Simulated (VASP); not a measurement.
Write the native input for VASP 6.6.1 that does the following.

| Quantity | Value |
| --- | --- |
| Task | single point |
| Functional | r2SCAN |
| Potentials or basis | VASP PAW PBE potentials, release 64 (H) |
| Cutoff | 520 eV |
| k mesh | 10 × 10 × 10 |
| Occupations | gaussian, width 0.02 eV |
| Spin | no spin polarisation |
| Dipole correction | no |
| Further INCAR settings | ALGO = Normal; EDIFF = 1e-06; NBANDS = 8 |

The system is H.

```
H
1.0
    -1.84284    1.84284    2.36366
     1.84284   -1.84284    2.36366
     1.84284    1.84284   -2.36366
H
2
Direct
  0.92151 0.92151 0.00000
  0.07849 0.07849 0.00000
```

This cell differs from its parent crystal: volume scaled by 1.03, then relaxed in part.

The input as run:

POSCAR

```
H
1.0
   -1.8428368865      1.8428368865      2.3636581617
    1.8428368865     -1.8428368865      2.3636581617
    1.8428368865      1.8428368865     -2.3636581617
H
2
Direct
    0.9215145897      0.9215145897      0.0000000000
    0.0784854103      0.0784854103      0.0000000000
```

INCAR.step1

```
SYSTEM = H
PREC = Accurate
ENCUT = 520
ISMEAR = 0
SIGMA = 0.02
LREAL = .False.
LASPH = .True.
NELM = 100
NBANDS = 8
GGA = PE
ALGO = Normal
EDIFF = 1E-4
LWAVE = .True.
LCHARG = .False.
```

INCAR.step2

```
SYSTEM = H
PREC = Accurate
ENCUT = 520
EDIFF = 1E-6
ISMEAR = 0
SIGMA = 0.02
LREAL = .False.
LASPH = .True.
NELM = 100
ALGO = Normal
ISIF = 2
LWAVE = .False.
LCHARG = .False.
METAGGA = R2SCAN
LMIXTAU = .True.
NBANDS = 8
ISTART = 1
```

KPOINTS

```
Automatic mesh
0
Gamma
  10 10 10
  0 0 0
```

Potentials or basis: VASP PAW PBE potentials, release 64 (H).

Command:

```console
$ cat potpaw_PBE.64/H/POTCAR > POTCAR
$ cp INCAR.step1 INCAR
$ mpirun -np 1 vasp_std > vasp.out
$ cp INCAR.step2 INCAR
$ mpirun -np 1 vasp_std > vasp.out
```

It gave:

```yaml
Pressure: -0.1 GPa
Largest_force: 0.003 eV/Å
Band_gap_on_the_k_mesh: 10.35 eV, indirect (least direct gap 10.77 eV)
```

Caveat: the PAW data sets were made with another functional, which shifts forces and pressure a little.

It took 70 s on 1 thread of AMD EPYC 9R45 96-Core Processor (Zen 5) (shared host), peak memory 0.13 GiB.
